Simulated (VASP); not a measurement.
# SiN (P4/mmm) in VASP: further runs

SiN is run at these levels: PBE; tasks: single point, relaxation of cell and atoms.

All numbers are computed with VASP 6.6.1; they aren't measurements. Logs are shortened: lines on timing, memory, paths and dates and some standing lists are left out, and cuts for length are marked.

### Step 1. The cell of the first run

The structure is tetragonal, space group P4/mmm (No. 123). The conventional cell has a = 2.597 Å, b = 2.597 Å, c = 3.404 Å, α = 90.00°, β = 90.00°, γ = 90.00°. Si (site symmetry 4/mmm) has 8 N at 2.50 Å and 4 Si at 2.60 Å within 3.3 Å. Within 3.3 Å of N (site symmetry 4/mmm) lie 8 Si at 2.50 Å and 4 N at 2.60 Å.

### Step 2. Single point, PBE

File INCAR:

```
PREC = Accurate ; ENCUT = 520
EDIFF = 1E-6 ; ISMEAR = 0
SIGMA = 0.1 ; LREAL = False
LASPH = True ; NELM = 80
ALGO = Normal ; ISIF = 2
LWAVE = False ; LCHARG = True
GGA = PE ; LELF = True
LVHAR = True ; NBANDS = 12
```

File KPOINTS:

```
Automatic mesh
0
Gamma
  8 8 6
```

File POSCAR:

```
SiN
1.0
    2.5972690247      0.0000000000      0.0000000000
    0.0000000000      2.5972690247      0.0000000000
    0.0000000000      0.0000000000      3.4042776146
Si N
1 1
Direct
    0.5000000000      0.5000000000      0.5000000000
    0.0000000000      0.0000000000      0.0000000000
```

Potentials or basis: VASP PAW PBE potentials, release 64 (Si, N).

On the command line:

```
cat potpaw_PBE.64/Si/POTCAR potpaw_PBE.64/N/POTCAR > POTCAR
mpirun -np 1 vasp_std > vasp.out
```

OUTCAR:

```text
PREC = Accurate
   ENCUT = 520
   EDIFF = 1E-6
   ISMEAR = 0
   LREAL = False
   LASPH = True
   NELM = 80
   ISIF = 2
   GGA = PE

 ion  position               nearest neighbor table
   1  0.500  0.500  0.500-
   2  0.000  0.000  0.000-

  LATTYP: Found a simple tetragonal cell.
 ALAT       =     2.5972690247
 C/A-ratio  =     1.3107142857

  Lattice vectors:

 A1 = (   2.5972690247,   0.0000000000,   0.0000000000)
 A2 = (   0.0000000000,   2.5972690247,   0.0000000000)
 A3 = (   0.0000000000,   0.0000000000,   3.4042776146)

Analysis of symmetry for initial positions (statically):
=====================================================================
 Subroutine PRICEL returns:
 Original cell was already a primitive cell.

 Routine SETGRP: Setting up the symmetry group for a
 simple tetragonal supercell.

 Subroutine GETGRP returns: Found 16 space group operations
 (whereof 16 operations were pure point group operations)
 out of a pool of 16 trial point group operations.

The static configuration has the point symmetry D_4h.

Analysis of symmetry for dynamics (positions and initial velocities):
=====================================================================
 Subroutine PRICEL returns:
 Original cell was already a primitive cell.

 Routine SETGRP: Setting up the symmetry group for a
 simple tetragonal supercell.

 Subroutine GETGRP returns: Found 16 space group operations
 (whereof 16 operations were pure point group operations)
 out of a pool of 16 trial point group operations.

The dynamic configuration has the point symmetry D_4h.

 Subroutine INISYM returns: Found 16 space group operations
 (whereof 16 operations are pure point group operations),
 and found     1 'primitive' translations

----------------------------------------------------------------------------------------

                                     Primitive cell

  volume of cell :      22.9646

  direct lattice vectors                    reciprocal lattice vectors
     2.597269025  0.000000000  0.000000000     0.385019800  0.000000000  0.000000000
     0.000000000  2.597269025  0.000000000     0.000000000  0.385019800  0.000000000
     0.000000000  0.000000000  3.404277615     0.000000000  0.000000000  0.293748076

  length of vectors
     2.597269025  2.597269025  3.404277615     0.385019800  0.385019800  0.293748076

  position of ions in fractional coordinates (direct lattice)
     0.500000000  0.500000000  0.500000000
     0.000000000  0.000000000  0.000000000

[... 81 lines left out ...]
   NFREE  =      0    steps in history (QN), initial steepest desc. (CG)
   ISIF   =      2    stress and relaxation
   ISYM   =      2    0-nonsym 1-usesym 2-fastsym
   POTIM  = 0.5000    time-step for ionic-motion
   TEBEG  =    0.0;   TEEND  =   0.0 temperature during run
   PSTRESS=    0.0 pullay stress
   NELECT =       9.0000    total number of electrons
   NUPDOWN=      -1.0000    fix difference up-down
   EMIN   =  10.00;   EMAX   =-10.00  energy-range for DOS
   EFERMI =   0.00;   METHOD = LEGACY
   ISMEAR =     0;   SIGMA  =   0.10  broadening in eV -4-tet -1-fermi 0-gaus
   EFERMI_NEDOS =   21; number of points for ismear=-14 and -15
   IALGO  =     38    algorithm
   IMIX   =      4    mixing-type and parameters
     AMIX     =   0.40;   BMIX     =  1.00
     AMIX_MAG =   1.60;   BMIX_MAG =  1.00
  volume/ion in A,a.u.               =      11.48        77.49
  Fermi-wavevector in a.u.,A,eV,Ry     =   1.198035  2.263957 19.528266  1.435287
  Thomas-Fermi vector in A             =   2.333934
   LORBIT       =      0    0 simple, 1 ext, 2 COOP (PROOUT), +10 PAW based schemes
   GGA     = PE    functional components
   LHFCALC =     F    Hartree Fock is set to
   AEXX    =    0.0000 exact exchange contribution
   IVDW    =     0    specifies the selected vdW correction
   LEPSILON=     F    determine dielectric tensor
   LRPA    =     F    only Hartree local field effects (RPA)
 non-spin polarized calculation
 Gauss-broadening in eV      SIGMA  =   0.10
  energy-cutoff  :      520.00
  volume of cell :       22.96
 maximum number of plane-waves:       644
 NGX is ok and might be reduce to    20
   NGX =  9   NGY =  9   NGZ = 13

 number of electron       8.9999998 magnetization

 Free energy of the ion-electron system (eV)
  ---------------------------------------------------
  ext. energy  EPLUGINS =         0.00000000
  ---------------------------------------------------
  free energy    TOTEN  =       -10.14511161 eV

  energy without entropy =      -10.13409651  energy(sigma->0) =      -10.13960406

 E-fermi :   7.7527     XC(G=0): -11.4004

 val. band max:        7.7447380247   @ k =   0.5000   0.1250   0.3333
 cond. band min:       7.7547224944   @ k =   0.5000   0.3750   0.5000
 fundamental gap:      0.0099844698
 Fermi energy:         7.7526979990

 k-point     1 :       0.0000    0.0000    0.0000
  band No.  band energies     occupation
      1      -8.9335      2.00000
      2       1.3824      2.00000
      3       3.0029      2.00000
      4       7.5751      1.98799
      5       7.5751      1.98799
      6      14.6606      0.00000
      7      15.0586      0.00000
      8      15.0893      0.00000
      9      17.5203      0.00000
     10      17.5203      0.00000
     11      25.5540      0.00000
     12      25.5540      0.00000
[... 331 lines left out ...]
 k-point    24 :       0.5000    0.1250    0.1667
  band No.  band energies     occupation
      1      -5.9472      2.00000
      2      -0.7789      2.00000
      3       3.4127      2.00000
      4       6.5001      2.00000
      5       7.2172      2.00000
      6       9.1080      0.00000
      7      12.5646      0.00000
      8      15.1675      0.00000
      9      19.9514      0.00000
     10      21.1467      0.00000
     11      21.7077      0.00000
     12      24.9767      0.00000

 [... further k-points ...]
[... 5 lines left out ...]
  --------------------------------------------------------------------------------------
  -------------------------------------------------------------------------------------
  Total       -0.1940010     -0.1940010     -5.3252727      0.0000000      0.0000000      0.0000000
  in kB      -13.5349190    -13.5349190   -371.5297509      0.0000000      0.0000000      0.0000000
  external PRESSURE =    -132.8665296 kB  Pullay stress =       0.0000000 kB

 VOLUME and BASIS-vectors are now :
 -----------------------------------------------------------------------------
  energy-cutoff  :      520.00
  volume of cell :       22.96
      direct lattice vectors                 reciprocal lattice vectors
     2.597269025  0.000000000  0.000000000     0.385019800  0.000000000  0.000000000
     0.000000000  2.597269025  0.000000000     0.000000000  0.385019800  0.000000000
     0.000000000  0.000000000  3.404277615     0.000000000  0.000000000  0.293748076

 POSITION                                       TOTAL-FORCE (eV/Angst)
 -----------------------------------------------------------------------------------
      1.29863      1.29863      1.70214         0.000000      0.000000      0.000000
      0.00000      0.00000      0.00000         0.000000      0.000000      0.000000
 -----------------------------------------------------------------------------------
    total drift:                                0.000000      0.000000     -0.000000

  FREE ENERGIE OF THE ION-ELECTRON SYSTEM (eV)
  ---------------------------------------------------
  free  energy   TOTEN  =       -10.1451116129 eV

  energy  without entropy=      -10.1340965066  energy(sigma->0) =      -10.13960406
```

stdout:

```text
POSCAR found type information on POSCAR SiN
 POSCAR found :  2 types and       2 ions
 scaLAPACK will be used
 LDA part: xc-table for (Slater+PW92), standard interpolation
 POSCAR, INCAR and KPOINTS ok, starting setup
 FFT: planning ... GRIDC
 FFT: planning ... GRID_SOFT
 FFT: planning ... GRID
 WAVECAR not read
 entering main loop
```

Wall time 10 s (1 thread of Intel Xeon Platinum 8488C (Sapphire Rapids), shared host); peak memory 0.13 GiB.

Results:

* Free energy: -10.1451 eV
* Pressure: -13.3 GPa

### Step 3. Relaxation of cell and atoms, PBE, collinear spin, ferromagnetic start

File INCAR:

```
SYSTEM = SiN
ALGO = Normal
EDIFF = 1E-6
EDIFFG = -0.04
ENCUT = 600
GGA = PE
IBRION = 2
ISIF = 3
ISMEAR = 0
ISPIN = 2
LASPH = .True.
LCHARG = .False.
LORBIT = 11
LREAL = .False.
LWAVE = .False.
MAGMOM = 0 0.39
NELM = 150
NSW = 90
PREC = Accurate
SIGMA = 0.1
```

File KPOINTS:

```
k-points
0
Gamma
  6 6 6
  0 0 0
```

POSCAR is that of step 2.

Potentials or basis: VASP PAW PBE potentials, release 64 (Si, N).

On the command line:

```
cat potpaw_PBE.64/Si/POTCAR potpaw_PBE.64/N/POTCAR > POTCAR
mpirun -np 1 vasp_std > vasp.out
```

Wall time 94 s (1 thread of Intel Xeon Platinum 8488C (Sapphire Rapids), shared host); peak memory 0.16 GiB.

Results (log left out):

| Property | Result |
| --- | --- |
| Free energy | -11.3386 eV |
| Relaxed volume | 8.93 Å³/atom |
| Relaxed cell | a = 2.618 Å, b = 2.618 Å, c = 2.607 Å, α = 90.00°, β = 90.00°, γ = 90.00° |
| Space group after relaxing (to 0.05 Å) | Pm-3m (No. 221) |
| Energy gained by relaxing | 545.4 meV/atom |
| Ionic steps | 14 |
| Pressure after relaxing | 0.0 GPa |
| Net moment | 0.00 μB per cell |
| Valence electrons inside the program's atomic spheres | Si 1.44; N 3.58 |

Stress tensor (GPa, compression positive):
```
-0.14  0.00  0.00
 0.00 -0.14  0.00
 0.00  0.00  0.19
```

The path:
```tsv
step	energy change (eV)	largest force (eV/Å)	pressure (GPa)	volume (Å³)
1	0.0000	0.0000	-14.16	22.96
2	-0.6482	0.0000	-5.50	19.66
3	8.0788	0.0000	400.86	10.56
4	-0.8030	0.0000	-3.02	18.90
5	-0.3498	0.0000	57.22	14.60
6	-0.9706	0.0000	2.47	17.79
7	-0.9956	0.0000	18.99	16.18
8	-1.0493	0.0000	10.19	16.91
9	-0.9994	0.0000	2.60	17.71
10	-1.0787	0.0000	6.60	17.24
11	-1.0798	0.0000	6.07	17.28
12	-1.0799	0.0000	5.87	17.30
13	-1.0882	0.0000	-2.74	18.18
14	-1.0909	0.0000	-0.03	17.86
```

Final structure:
```
CELL_PARAMETERS angstrom
2.61767 0.00000 0.00000
0.00000 2.61767 0.00000
0.00000 0.00000 2.60672
ATOMIC_POSITIONS crystal
Si 0.50000 0.50000 0.50000
N 0.00000 0.00000 0.00000
```

Levels at points of the mesh, in eV from the Fermi level:
Spin up:
```
           k point  band 2  band 3  band 4  band 5  band 6  band 7
(0.00, 0.00, 0.00)   -2.31   -2.31   -2.30   -2.21    5.47    5.53
(0.50, 0.00, 0.00)  -11.97   -0.89   -0.82    2.23    4.63    8.12
(0.50, 0.50, 0.00)   -8.25   -8.25   -5.18    0.23    7.28    7.28
(0.00, 0.00, 0.50)  -11.92   -0.87   -0.87    2.15    4.61    8.17
(0.50, 0.00, 0.50)   -8.23   -8.23   -5.11    0.19    7.18    7.23
(0.50, 0.50, 0.50)   -5.19   -5.16   -5.16   -1.19   -1.14   -1.14
```
Spin down:
```tsv
k point	band 1	band 2	band 3	band 4	band 5	band 6	band 7	band 8
(0.00, 0.00, 0.00)	-19.16	-2.31	-2.31	-2.30	-2.21	5.47	5.53	11.70
(0.50, 0.00, 0.00)	-16.14	-11.97	-0.89	-0.82	2.23	4.63	8.12	8.71
(0.50, 0.50, 0.00)	-13.90	-8.25	-8.25	-5.18	0.23	7.28	7.28	11.32
(0.00, 0.00, 0.50)	-16.11	-11.92	-0.87	-0.87	2.15	4.61	8.17	8.17
(0.50, 0.00, 0.50)	-13.86	-8.23	-8.23	-5.11	0.19	7.18	7.23	11.20
(0.50, 0.50, 0.50)	-12.15	-5.19	-5.16	-5.16	-1.19	-1.14	-1.14	1.21
```

Caveat: the k points lie up to 0.40 Å⁻¹ apart in the final cell; the volume moved by over 15 % at a fixed basis, so the end points are rough.
